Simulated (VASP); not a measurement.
# TiO2 (I4_1/amd) in VASP: notebook

The runs below take TiO2 through single point, relaxation of cell and atoms, with PBEsol.

All numbers are computed with VASP 6.6.1; they aren't measurements. Logs are shortened: lines on timing, memory, paths and dates and some standing lists are left out, and cuts for length are marked.

### Step 1. The cell of the first run

It takes space group I4_1/amd (No. 141, tetragonal). Conventional cell: a = 3.770 Å, b = 3.770 Å, c = 9.553 Å, α = 90.00°, β = 90.00°, γ = 90.00°. Within 2.6 Å of Ti (site symmetry -4m2) lie 6 O at 1.93 to 1.98 Å. Within 2.6 Å of O (site symmetry 2mm) lie 3 Ti at 1.93 to 1.98 Å and 2 O at 2.46 Å.

### Step 2. Single point, PBEsol

INCAR

```
PREC     = Accurate       # precision mode
ENCUT    = 520            # plane-wave cutoff, eV
EDIFF    = 1E-6           # SCF threshold, eV
ISMEAR   = 0              # smearing method
SIGMA    = 0.01           # smearing width, eV
LREAL    = False          # projectors in reciprocal space
LASPH    = True           # aspherical terms in the spheres
NELM     = 100            # most SCF steps
ALGO     = Normal         # electronic algorithm
ISIF     = 2              # what is computed and relaxed
LWAVE    = False          # write WAVECAR
LCHARG   = True           # write CHGCAR
GGA      = PS             # functional
LELF     = True           # ELF
LVHAR    = True         
NBANDS   = 33             # bands
```

KPOINTS

```
Automatic mesh
0
Gamma
  6 6 6
```

POSCAR

```
TiO2
1.0
   -1.8849425067      1.8849425067      4.7762923446
    1.8849425067     -1.8849425067      4.7762923446
    1.8849425067      1.8849425067     -4.7762923446
Ti O
2 4
Direct
    0.0000000000      0.0000000000      0.0000000000
    0.7500000000      0.2500000000      0.5000000000
    0.2075126703      0.2075126703      0.0000000000
    0.9575126703      0.4575126703      0.5000000000
    0.5424873297      0.0424873297      0.5000000000
    0.7924873297      0.7924873297      0.0000000000
```

Potentials or basis: VASP PAW PBE potentials, release 64 (Ti_sv, O).

Run with:

```console
cat potpaw_PBE.64/Ti_sv/POTCAR potpaw_PBE.64/O/POTCAR > POTCAR
mpirun -np 1 vasp_std > vasp.out
```

OUTCAR:

```text
PREC = Accurate
   ENCUT = 520
   EDIFF = 1E-6
   ISMEAR = 0
   LREAL = False
   LASPH = True
   NELM = 100
   ISIF = 2
   GGA = PS

 ion  position               nearest neighbor table
   1  0.000  0.000  0.000-   5 1.93   4 1.93   5 1.93   4 1.93   3 1.98   6 1.98
   2  0.750  0.250  0.500-   6 1.93   3 1.93   6 1.93   3 1.93   4 1.98   5 1.98
   3  0.208  0.208  0.000-   2 1.93   2 1.93   1 1.98
   4  0.958  0.458  0.500-   1 1.93   1 1.93   2 1.98
   5  0.542  0.042  0.500-   1 1.93   1 1.93   2 1.98
   6  0.792  0.792  0.000-   2 1.93   2 1.93   1 1.98

  LATTYP: Found a body centered tetragonal cell.
 ALAT       =     3.7698850134
 C/A-ratio  =     2.5339193782

  Lattice vectors:

 A1 = (  -1.8849425067,   1.8849425067,   4.7762923446)
 A2 = (   1.8849425067,  -1.8849425067,   4.7762923446)
 A3 = (   1.8849425067,   1.8849425067,  -4.7762923446)

Analysis of symmetry for initial positions (statically):
=====================================================================
 Subroutine PRICEL returns:
 Original cell was already a primitive cell.

 Routine SETGRP: Setting up the symmetry group for a
 body centered tetragonal supercell.

 Subroutine GETGRP returns: Found 16 space group operations
 (whereof  8 operations were pure point group operations)
 out of a pool of 16 trial point group operations.

The static configuration has the point symmetry D_2d.
 The point group associated with its full space group is D_4h.

Analysis of symmetry for dynamics (positions and initial velocities):
=====================================================================
 Subroutine PRICEL returns:
 Original cell was already a primitive cell.

 Routine SETGRP: Setting up the symmetry group for a
 body centered tetragonal supercell.

 Subroutine GETGRP returns: Found 16 space group operations
 (whereof  8 operations were pure point group operations)
 out of a pool of 16 trial point group operations.

The dynamic configuration has the point symmetry D_2d.
 The point group associated with its full space group is D_4h.

 Subroutine INISYM returns: Found 16 space group operations
 (whereof  8 operations are pure point group operations),
 and found     1 'primitive' translations

----------------------------------------------------------------------------------------

                                     Primitive cell

  volume of cell :      67.8808

  direct lattice vectors                    reciprocal lattice vectors
    -1.884942507  1.884942507  4.776292345     0.000000000  0.265260080  0.104683709
     1.884942507 -1.884942507  4.776292345     0.265260080  0.000000000  0.104683709
     1.884942507  1.884942507 -4.776292345     0.265260080  0.265260080  0.000000000

  length of vectors
     5.469824958  5.469824958  5.469824958     0.285169404  0.285169404  0.375134403

  position of ions in fractional coordinates (direct lattice)
     0.000000000  0.000000000  0.000000000
     0.750000000  0.250000000  0.500000000
     0.207512670  0.207512670  0.000000000
     0.957512670  0.457512670  0.500000000
     0.542487330  0.042487330  0.500000000
     0.792487330  0.792487330  0.000000000

  ion indices of the primitive-cell ions
   primitive index   ion index
                 1           1
                 2           2
                 3           3
                 4           4
                 5           5
                 6           6

----------------------------------------------------------------------------------------

 KPOINTS: Automatic mesh

Automatic generation of k-mesh.
 Grid dimensions read from file:
 generate k-points for:    6    6    6

 Generating k-lattice:

  Cartesian coordinates                     Fractional coordinates (reciprocal lattice)
     0.000000000  0.044210013  0.017447285     0.166666667  0.000000000  0.000000000
     0.044210013  0.000000000  0.017447285     0.000000000  0.166666667  0.000000000
     0.044210013  0.044210013  0.000000000     0.000000000  0.000000000  0.166666667

  Length of vectors
     0.047528234  0.047528234  0.062522400

  Shift w.r.t. Gamma in fractional coordinates (k-lattice)
     0.000000000  0.000000000  0.000000000

 Subroutine IBZKPT returns following result:
 ===========================================

 Found     30 irreducible k-points:

 Following reciprocal coordinates:
            Coordinates               Weight
  0.000000  0.000000  0.000000      1.000000
  0.166667  0.000000 -0.000000      8.000000
  0.333333  0.000000  0.000000      8.000000
  0.500000 -0.000000  0.000000      4.000000
  0.166667  0.166667 -0.000000      8.000000
  0.333333  0.166667 -0.000000     16.000000
[... 16 lines left out ...]
 -0.333333 -0.333333  0.166667      8.000000
 -0.166667 -0.333333  0.166667      8.000000
 [... further k-points ...]
   k-points           NKPTS =     30   k-points in BZ     NKDIM =     30   number of bands    NBANDS=     33
   number of dos      NEDOS =    301   number of ions     NIONS =      6
   total plane-waves  NPLWV =  74088
   dimension x,y,z NGX =    42 NGY =   42 NGZ =   42
   dimension x,y,z NGXF=    84 NGYF=   84 NGZF=   84
   ions per type =               2   4
   NGX,Y,Z   is equivalent  to a cutoff of  12.77, 12.77, 12.77 a.u.
   NGXF,Y,Z  is equivalent  to a cutoff of  25.53, 25.53, 25.53 a.u.
 SYSTEM =  unknown system
   PREC   = accura    normal or accurate (medium, high low for compatibility)
   ISTART =      0    job   : 0-new  1-cont  2-samecut
   ICHARG =      2    charge: 1-file 2-atom 10-const
   ISPIN  =      1    spin polarized calculation?
   LNONCOLLINEAR =      F non collinear calculations
   LSORBIT =      F    spin-orbit coupling
   LASPH  =      T    aspherical Exc in radial PAW
   ENCUT  =  520.0 eV  38.22 Ry    6.18 a.u.  10.17 10.17 10.17*2*pi/ulx,y,z
   NELM   =    100;   NELMIN=  2; NELMDL= -5     # of ELM steps
   EDIFF  = 0.1E-05   stopping-criterion for ELM
   LREAL  =      F    real-space projection
[... 7 lines left out ...]
   TEBEG  =    0.0;   TEEND  =   0.0 temperature during run
   PSTRESS=    0.0 pullay stress
   NELECT =      48.0000    total number of electrons
   NUPDOWN=      -1.0000    fix difference up-down
   EMIN   =  10.00;   EMAX   =-10.00  energy-range for DOS
   EFERMI =   0.00;   METHOD = LEGACY
   ISMEAR =     0;   SIGMA  =   0.01  broadening in eV -4-tet -1-fermi 0-gaus
   EFERMI_NEDOS =   21; number of points for ismear=-14 and -15
   IALGO  =     38    algorithm
   IMIX   =      4    mixing-type and parameters
     AMIX     =   0.40;   BMIX     =  1.00
     AMIX_MAG =   1.60;   BMIX_MAG =  1.00
  volume/ion in A,a.u.               =      11.31        76.35
  Fermi-wavevector in a.u.,A,eV,Ry     =   1.458499  2.756164 28.942586  2.127220
  Thomas-Fermi vector in A             =   2.575176
   LORBIT       =      0    0 simple, 1 ext, 2 COOP (PROOUT), +10 PAW based schemes
   GGA     = PS    functional components
   LHFCALC =     F    Hartree Fock is set to
   AEXX    =    0.0000 exact exchange contribution
   IVDW    =     0    specifies the selected vdW correction
   LEPSILON=     F    determine dielectric tensor
   LRPA    =     F    only Hartree local field effects (RPA)
 non-spin polarized calculation
 Gauss-broadening in eV      SIGMA  =   0.01
  energy-cutoff  :      520.00
  volume of cell :       67.88
 maximum number of plane-waves:      1850
 NGX is ok and might be reduce to    42
   NGX = 21   NGY = 21   NGZ = 21

 number of electron      47.9999993 magnetization

 Free energy of the ion-electron system (eV)
  ---------------------------------------------------
  ext. energy  EPLUGINS =         0.00000000
  ---------------------------------------------------
  free energy    TOTEN  =       -56.21761767 eV

  energy without entropy =      -56.21761767  energy(sigma->0) =      -56.21761767

 E-fermi :   3.3529     XC(G=0): -11.0349

 val. band max:        3.2675704214   @ k =   0.5000   0.5000   0.0000
 cond. band min:       5.4016889491   @ k =   0.0000   0.0000   0.0000
 fundamental gap:      2.1341185277
 Fermi energy:         3.3529474719

 k-point     1 :       0.0000    0.0000    0.0000
  band No.  band energies     occupation
      1     -52.7925      2.00000
      2     -52.7302      2.00000
      3     -29.3847      2.00000
      4     -29.1360      2.00000
      5     -29.1360      2.00000
      6     -29.0629      2.00000
[... 25 lines left out ...]
     32       8.6763      0.00000
     33       8.7402      0.00000

 k-point     2 :       0.1667    0.0000   -0.0000
  band No.  band energies     occupation
      1     -52.7889      2.00000
      2     -52.7326      2.00000
      3     -29.3771      2.00000
      4     -29.1709      2.00000
      5     -29.1384      2.00000
      6     -29.0772      2.00000
[... 25 lines left out ...]
     32       9.0161      0.00000
     33       9.3283      0.00000

 k-point     3 :       0.3333    0.0000    0.0000
  band No.  band energies     occupation
      1     -52.7801      2.00000
      2     -52.7389      2.00000
      3     -29.3624      2.00000
      4     -29.2380      2.00000
      5     -29.1427      2.00000
      6     -29.0977      2.00000
[... 25 lines left out ...]
     32       9.3815      0.00000
     33       9.7918      0.00000

 k-point     4 :       0.5000   -0.0000    0.0000
  band No.  band energies     occupation
      1     -52.7745      2.00000
      2     -52.7434      2.00000
      3     -29.3540      2.00000
      4     -29.2734      2.00000
      5     -29.1445      2.00000
      6     -29.1019      2.00000
[... 25 lines left out ...]
     32       9.4847      0.00000
     33       9.9458      0.00000

 k-point     5 :       0.1667    0.1667   -0.0000
  band No.  band energies     occupation
      1     -52.7835      2.00000
      2     -52.7368      2.00000
      3     -29.3598      2.00000
      4     -29.1937      2.00000
      5     -29.1593      2.00000
      6     -29.0862      2.00000
[... 604 lines left out ...]
 k-point    22 :      -0.1667    0.5000    0.1667
  band No.  band energies     occupation
      1     -52.7730      2.00000
      2     -52.7461      2.00000
      3     -29.3273      2.00000
      4     -29.2483      2.00000
      5     -29.1487      2.00000
      6     -29.0991      2.00000
[... 25 lines left out ...]
     32       9.4212      0.00000
     33       9.5933      0.00000

 k-point    23 :      -0.3333   -0.3333    0.1667
  band No.  band energies     occupation
      1     -52.7737      2.00000
      2     -52.7467      2.00000
      3     -29.3034      2.00000
      4     -29.2136      2.00000
      5     -29.1648      2.00000
      6     -29.0957      2.00000
[... 25 lines left out ...]
     32       9.3950      0.00000
     33       9.8420      0.00000

 k-point    24 :      -0.1667   -0.3333    0.1667
  band No.  band energies     occupation
      1     -52.7814      2.00000
      2     -52.7402      2.00000
      3     -29.3310      2.00000
      4     -29.1858      2.00000
      5     -29.1483      2.00000
      6     -29.0699      2.00000
[... 25 lines left out ...]
     32       9.1465      0.00000
     33       9.2185      0.00000

 [... further k-points ...]
[... 5 lines left out ...]
  --------------------------------------------------------------------------------------
  -------------------------------------------------------------------------------------
  Total        0.2837615      0.2837615      0.3255672      0.0000000     -0.0000000      0.0000000
  in kB        6.6975661      6.6975661      7.6842969      0.0000000     -0.0000000      0.0000000
  external PRESSURE =       7.0264764 kB  Pullay stress =       0.0000000 kB

 VOLUME and BASIS-vectors are now :
 -----------------------------------------------------------------------------
  energy-cutoff  :      520.00
  volume of cell :       67.88
      direct lattice vectors                 reciprocal lattice vectors
    -1.884942507  1.884942507  4.776292345     0.000000000  0.265260080  0.104683709
     1.884942507 -1.884942507  4.776292345     0.265260080  0.000000000  0.104683709
     1.884942507  1.884942507 -4.776292345     0.265260080  0.265260080  0.000000000

 POSITION                                       TOTAL-FORCE (eV/Angst)
 -----------------------------------------------------------------------------------
      0.00000      0.00000      0.00000         0.000000      0.000000      0.000000
     -0.00000      1.88494      2.38815         0.000000      0.000000      0.000000
      0.00000      0.00000      1.98228        -0.000000      0.000000      0.019608
      0.00000      1.88494      4.37043         0.000000     -0.000000      0.019608
      0.00000      1.88494      0.40586         0.000000     -0.000000     -0.019608
      0.00000      0.00000      7.57030        -0.000000      0.000000     -0.019608
 -----------------------------------------------------------------------------------
    total drift:                               -0.000000      0.000000     -0.000000

  FREE ENERGIE OF THE ION-ELECTRON SYSTEM (eV)
  ---------------------------------------------------
  free  energy   TOTEN  =       -56.2176176722 eV

  energy  without entropy=      -56.2176176722  energy(sigma->0) =      -56.21761767
```

Run time: 1.9 min. Hardware: 1 thread of AMD EPYC 7R13 (Zen 3), shared host; peak memory 0.24 GiB.

Results:

| Item | Value |
| --- | --- |
| Free energy | -56.2176 eV |
| Pressure | 0.7 GPa |
| Largest force | 0.020 eV/Å |
| Band gap on the k mesh | 2.13 eV (least direct gap 2.43 eV) |

Forces on the atoms (eV/Å):
```
Ti   0.000  0.000  0.000
Ti   0.000  0.000  0.000
O    0.000  0.000  0.020
O    0.000  0.000  0.020
O    0.000  0.000 -0.020
O    0.000  0.000 -0.020
```

Stress tensor (GPa, compression positive):
```
0.67 0.00 0.00
0.00 0.67 0.00
0.00 0.00 0.77
```

Levels at points of the mesh, in eV from the valence-band top:
```csv
k point,band 22,band 23,band 24,band 25,band 26,band 27
"(0.00, 0.00, 0.00)",-0.73,-0.42,-0.42,2.13,2.88,4.08
"(0.50, 0.00, 0.00)",-0.92,-0.79,-0.60,3.29,3.62,3.63
"(0.50, 0.50, 0.00)",-2.05,0.00,0.00,3.38,3.38,3.87
"(0.50, 0.50, 0.50)",-1.22,-0.06,-0.06,2.50,2.50,3.84
```

Caveat: the PAW data sets were made with another functional, which shifts forces and pressure a little. A k mesh can miss the band edges.

### Step 3. Relaxation of cell and atoms, PBEsol

This run uses another cell than the first one, of 11.35 Å³/atom.

INCAR

```
PREC = Accurate
ENCUT = 600
EDIFF = 1E-6
ISMEAR = 0
SIGMA = 0.01
LREAL = F
LASPH = T
NELM = 80
ALGO = Normal
ISIF = 3
LWAVE = F
LCHARG = F
GGA = PS
IBRION = 2
NSW = 60
EDIFFG = -0.05
```

KPOINTS

```
regular mesh
0
Gamma
  6 6 6
```

POSCAR

```
TiO2
1.0
   -1.8921000000      1.8921000000      4.7573000000
    1.8921000000     -1.8921000000      4.7573000000
    1.8921000000      1.8921000000     -4.7573000000
Ti O
2 4
Direct
    0.0000000000      0.0000000000      0.0000000000
    0.7500000000      0.2500000000      0.5000000000
    0.2081000000      0.2081000000      0.0000000000
    0.9581000000      0.4581000000      0.5000000000
    0.5419000000      0.0419000000      0.5000000000
    0.7919000000      0.7919000000      0.0000000000
```

Potentials or basis: VASP PAW PBE potentials, release 64 (Ti_sv, O).

Run with:

```console
cat potpaw_PBE.64/Ti_sv/POTCAR potpaw_PBE.64/O/POTCAR > POTCAR
mpirun -np 1 vasp_std > vasp.out
```

Run time: 3.4 min. Hardware: 1 thread of AMD EPYC 7R13 (Zen 3), shared host; peak memory 0.33 GiB.

The run converged. Its results:

```yaml
Free_energy: -56.2261 eV
Relaxed_volume: 11.29 Å³/atom
Relaxed_cell: a = 5.456 Å, b = 5.456 Å, c = 5.456 Å, α = 139.55°, β = 139.55°, γ = 58.54°
Space_group_after_relaxing_to_0.1_Å: I4_1/amd (No. 141)
Energy_gained_by_relaxing: 0.1 meV/atom
Ionic_steps: 2
Pressure_after_relaxing: 0.6 GPa
Largest_force_after_relaxing: 0.008 eV/Å
Band_gap_on_the_k_mesh: 2.11 eV (least direct gap 2.43 eV)
```

Forces in eV/Å, atoms in the order of the input:
```
Ti   0.000  0.000  0.000
Ti   0.000  0.000  0.000
O    0.000  0.000 -0.008
O    0.000  0.000 -0.008
O    0.000  0.000  0.008
O    0.000  0.000  0.008
```

Stress tensor (GPa, compression positive):
```
0.57 0.00 0.00
0.00 0.57 0.00
0.00 0.00 0.69
```

The path:
```csv
step,energy change (eV),largest force (eV/Å),pressure (GPa),volume (Å³)
1,0.0000,0.0098,-0.55,68.13
2,-0.0005,0.0083,0.61,67.74
```

Final structure:
```
Ti O
1.0
    -1.88636    1.88636    4.75923
     1.88636   -1.88636    4.75923
     1.88636    1.88636   -4.75923
Ti O
2 4
Cartesian
  0.0000 0.0000 9.5185
  0.0000 1.8864 2.3796
  1.8864 1.8864 -2.7780
  0.0000 1.8864 4.3609
  0.0000 1.8864 0.3983
  0.0000 0.0000 7.5372
```

Levels at points of the mesh, in eV from the valence-band top:
```csv
k point,band 22,band 23,band 24,band 25,band 26,band 27
"(0.00, 0.00, 0.00)",-0.74,-0.44,-0.44,2.11,2.87,4.04
"(0.50, 0.00, 0.00)",-0.94,-0.81,-0.61,3.27,3.60,3.61
"(0.50, 0.50, 0.00)",-2.08,0.00,0.00,3.38,3.38,3.87
"(0.50, 0.50, 0.50)",-1.24,-0.08,-0.08,2.48,2.48,3.82
```

Caveat: the PAW data sets were made with another functional, which shifts forces and pressure a little. A k mesh can miss the band edges.
